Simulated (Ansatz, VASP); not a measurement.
BN: VASP beside Ansatz

```
B N
1.0
     2.50245    0.00000    0.00000
    -1.25123    2.16719    0.00000
     0.00000    0.00000    4.21010
B N
2 2
Direct
  0.33333 0.66667 0.00007
  0.66667 0.33333 0.50007
  0.33333 0.66667 0.37393
  0.66667 0.33333 0.87393
```

Change from the starting cell: strained cell.

Alike in both runs: functional PBEsol; k mesh 9 × 9 × 6; occupations gaussian, width 0.02 eV; no spin polarisation.

Ansatz relaxed the structure, and its values are those at the end. VASP's run is a single point on that final structure, the one shown.

|  | VASP | Ansatz |
| --- | --- | --- |
| version | VASP 6.6.1 | Ansatz 0.2.0 |
| potentials or method | VASP PAW PBE potentials, release 64 (B_h, N_h), cutoff 910 eV | scalar-relativistic, plane waves, PAW |
| valence electrons in the cell | 16 | 16 |

Ansatz gave:

```
gap on the k mesh at the Fermi level (eV) : 4.80
least direct gap on the mesh (eV)         : 8.18
```

Task: What did VASP give for the same quantities?

Result: gap on the k mesh at the Fermi level (eV): 4.80; least direct gap on the mesh (eV): 8.19.

VASP's potentials were made for PBE, not for PBEsol, and Ansatz warns of the same on its side. Ansatz's warnings: stress scf threshold loose.

Noted on VASP's run: the cutoff is short for stress, so the pressure is rough.
